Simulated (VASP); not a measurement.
Slab: WS2, a slab with vacuum.

```
W S
1.0
     3.18352    0.00000    0.00000
    -1.59176    2.75701    0.00000
     0.00000    0.00000   16.95058
W S
1 2
Direct
  0.00000 0.00000 0.00000
  0.33333 0.66667 0.09200
  0.33333 0.66667 0.90800
```

Base run:

| Property | Result |
| --- | --- |
| Program | VASP 6.6.1 |
| Functional | BLYP |
| Potentials or basis | VASP PAW PBE potentials, release 64 (W_sv, S) |
| Cutoff | 520 eV |
| k mesh | 10 × 10 × 2 |
| Occupations | fermi-dirac, width 0.05 eV |
| Spin | no spin polarisation |

Its results: band gap on the k mesh 2.00 eV, indirect (least direct gap 2.15 eV); largest force 0.794 eV/Å.

Question: The run is repeated on the same cell with these changes: functional from BLYP to r2SCAN. What comes out?

Answer: Band gap on the k mesh 2.10 eV, indirect (least direct gap 2.28 eV); largest force 0.004 eV/Å.

r2SCAN gives the wider gap, since meta-GGAs in the generalised Kohn-Sham scheme recover part of the derivative discontinuity.

Caveats: the PAW data sets were made with another functional, which shifts forces and pressure a little; spin-orbit coupling is left out, which moves the levels of the heavy elements.

A k mesh can miss the band edges.
